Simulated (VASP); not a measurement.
KBr, 2 atoms in the cell. Symmetry: Immm, No. 71, orthorhombic system. The conventional cell has a = 4.482 Å, b = 4.831 Å, c = 6.585 Å, α = 90.00°, β = 90.00°, γ = 90.00°. K (site symmetry mmm) has 6 Br at 3.29 Å within 4.3 Å. Br (site symmetry mmm) has 6 K at 3.29 Å within 4.3 Å.  This cell differs from its parent crystal: strain +0.0750 x Voigt [0, 0, 0, 1, 0, 0].

* Program: VASP 6.6.1
* Task: single point
* Functional: PBE
* Potentials or basis: VASP PAW PBE potentials, release 64 (K_sv, Br)
* Cutoff: 520 eV
* k mesh: 6 × 6 × 6
* Occupations: gaussian, width 0.05 eV
* Spin: no spin polarisation
* Dipole correction: no
* Further INCAR settings: ALGO = Normal; EDIFF = 1e-06; NBANDS = 15

Potentials or basis: VASP PAW PBE potentials, release 64 (K_sv, Br).

Run with:

```console
$ cat potpaw_PBE.64/K_sv/POTCAR potpaw_PBE.64/Br/POTCAR > POTCAR
$ mpirun -np 1 vasp_std > vasp.out
```

Hardware: 1 thread of Intel(R) Xeon(R) Platinum 8488C (Sapphire Rapids) (shared host).

Task: Estimate the wall time of this run.

Result: It took 53 s on 1 thread of Intel(R) Xeon(R) Platinum 8488C (Sapphire Rapids) (shared host), peak memory 0.22 GiB. Counts: scf iterations 13, k points 46.
